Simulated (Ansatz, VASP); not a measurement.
# One calculation of HgH3, two programs

INCAR

```
SYSTEM = HgH3
ALGO = Normal ; EDIFF = 1E-6
EDIFFG = -0.01 ; ENCUT = 600
GGA = PE ; IBRION = 2
ISIF = 3 ; ISMEAR = 0
LASPH = .TRUE. ; LCHARG = .FALSE.
LREAL = .FALSE. ; LWAVE = .FALSE.
NELM = 60 ; NSW = 100
PREC = Accurate ; SIGMA = 0.1
```

File KPOINTS:

```
k-points
0
G
  18 18 8
  0 0 0
```

Contents of POSCAR:

```
HgH3
1.0
    2.8408935493      0.0000000000      0.0000000000
   -1.4204467747      2.4602859832      0.0000000000
    0.0000000000      0.0000000000      6.1125185279
Hg H
1 3
Direct
    0.0000000000      0.0000000000      0.0000000000
    0.8175549769      0.1824450231      0.5000000000
    0.8175549769      0.6351099537      0.5000000000
    0.3648900463      0.1824450231      0.5000000000
```

Input for Ansatz:

```yaml
crystal:
  lattice:
    - [2.8408935493, 0.0, 0.0]
    - [-1.4204467747, 2.4602859832, 0.0]
    - [0.0, 0.0, 6.1125185279]
  atoms:
    - { symbol: Hg, position: [0.0, 0.0, 0.0] }
    - { symbol: H, position: [0.8175549769, 0.1824450231, 0.5] }
    - { symbol: H, position: [0.8175549769, 0.6351099537, 0.5] }
    - { symbol: H, position: [0.3648900463, 0.1824450231, 0.5] }
basis:
  ecutwfc: 420
kpoints:
  mp_grid: { grid: [18, 18, 8] }
hamiltonian:
  xc: pbe
scf:
  occupations: { method: gaussian, width: 0.1 }
output:
  forces: true
  stress: true
  eigenvalues: true
  write_density: true
  write_potential: true
  elf: true
  volumetric_format: npy
relax:
  adjacent_minimum: "off"
  f_tol: 0.01
  max_steps: 80
  cell: { stress_tol: 0.05 }
```

Alike in both runs: task relaxation of cell and atoms; functional PBE; k mesh 18 × 18 × 8; occupations gaussian, width 0.1 eV; no spin polarisation.

|  | VASP | Ansatz |
| --- | --- | --- |
| version | VASP 6.6.1 | Ansatz 0.2.0 |
| potentials or method | VASP PAW PBE potentials, release 64 (Hg, H), cutoff 600 eV | scalar-relativistic, plane waves, PAW |
| valence electrons in the cell | 15 | 23 |

|  | VASP | Ansatz | Ansatz less VASP |
| --- | --- | --- | --- |
| gap on the k mesh at the Fermi level, each at its own relaxed structure (eV) | none | none | - |
| relaxed volume (Å³/atom) | 10.72 | 10.68 | -0.037 |
| relaxed length of the cell vector where the two differ most in proportion (Å) | 2.845 | 2.839 | -0.0057 |

A gap of «none» marks a metal or a gap that the smearing closes. VASP's potentials hold 15 valence electrons a cell and Ansatz's 23, so a difference there can come from the potentials and not from the codes.

Spin-orbit coupling is off throughout.
